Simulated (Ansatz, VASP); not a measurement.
Two plane-wave programs on SiO2

INCAR

```
ALGO = Normal
EDIFF = 1E-8
ENCUT = 520
ISIF = 2
ISMEAR = 0
LASPH = True
LCHARG = False
LEFG = True
LREAL = False
LWAVE = False
NBANDS = 44
NELM = 80
PREC = Accurate
SIGMA = 0.01
```

The input KPOINTS:

```
k-points
0
Gamma
  6 6 6
```

POSCAR

```
SiO2
1.0
   -2.6151727316      4.7211727683      4.4424151419
    2.6151727316     -4.7211727683      4.4424151419
    2.6151727316      4.7211727683     -4.4424151419
Si O
4 8
Direct
    0.9263385888      0.8436673121      0.0826712767
    0.7390039646      0.1563326879      0.5826712767
    0.0736614112      0.1563326879      0.9173287233
    0.2609960354      0.8436673121      0.4173287233
    0.1260131596      0.8760131596      0.2500000000
    0.8739868404      0.1239868404      0.7500000000
    0.7887281965      0.5000000000      0.7887281965
    0.2112718035      0.0000000000      0.7112718035
    0.2112718035      0.5000000000      0.2112718035
    0.7887281965      0.0000000000      0.2887281965
    0.0000000000      0.0000000000      0.0000000000
    0.5000000000      0.0000000000      0.5000000000
```

Input for Ansatz:

```yaml
crystal:
  lattice:
    - [-2.6151727316, 4.7211727683, 4.4424151419]
    - [2.6151727316, -4.7211727683, 4.4424151419]
    - [2.6151727316, 4.7211727683, -4.4424151419]
  atoms:
    - { symbol: Si, position: [0.9263385888, 0.8436673121, 0.0826712767] }
    - { symbol: Si, position: [0.7390039646, 0.1563326879, 0.5826712767] }
    - { symbol: Si, position: [0.0736614112, 0.1563326879, 0.9173287233] }
    - { symbol: Si, position: [0.2609960354, 0.8436673121, 0.4173287233] }
    - { symbol: O, position: [0.1260131596, 0.8760131596, 0.25] }
    - { symbol: O, position: [0.8739868404, 0.1239868404, 0.75] }
    - { symbol: O, position: [0.7887281965, 0.5, 0.7887281965] }
    - { symbol: O, position: [0.2112718035, 0.0, 0.7112718035] }
    - { symbol: O, position: [0.2112718035, 0.5, 0.2112718035] }
    - { symbol: O, position: [0.7887281965, 0.0, 0.2887281965] }
    - { symbol: O, position: [0.0, 0.0, 0.0] }
    - { symbol: O, position: [0.5, 0.0, 0.5] }
basis:
  ecutwfc: 420
kpoints:
  mp_grid: { grid: [6, 6, 6] }
hamiltonian:
  xc: lda
scf:
  occupations: { method: fixed }
output:
  forces: true
  stress: true
  eigenvalues: true
  efg: {}
checkpoint:
  read: start.run
  write: ck
  compress: false
  write_wavefunctions: false
  write_every: 100000
```

Alike in both runs: task electric field gradients; functional LDA; k mesh 6 × 6 × 6; no spin polarisation.

|  | VASP | Ansatz |
| --- | --- | --- |
| version | VASP 6.6.1 | Ansatz 0.2.0 |
| potentials or method | VASP PAW LDA potentials, release 64 (Si, O), cutoff 520 eV | scalar-relativistic, plane waves, PAW |
| occupations | gaussian, width 0.01 eV | fixed |
| valence electrons in the cell | 64 | 64 |

Ansatz gave:

```
gap on the k mesh at the Fermi level (eV)                     : 5.42
least direct gap on the mesh (eV)                             : 5.42
pressure (GPa)                                                : 0.0
traceless stress, the component that is largest in VASP (GPa) : 0.00
rms of the force components (eV/Å)                            : 0.000
size of Vzz on the site where it differs most (V/Å²)          : 99.6
```

Problem. Estimate VASP's values.

Solution. gap on the k mesh at the Fermi level (eV): 5.42; least direct gap on the mesh (eV): 5.42; pressure (GPa): 0.4; traceless stress, the component that is largest in VASP (GPa): 0.06; rms of the force components (eV/Å): 0.018; size of Vzz on the site where it differs most (V/Å²): 93.6.

LDA's correlation is that of Perdew and Zunger in VASP and of Perdew and Wang (1992) in Ansatz. Atom by atom the forces differ by 0.018 eV/Å (rms over components).
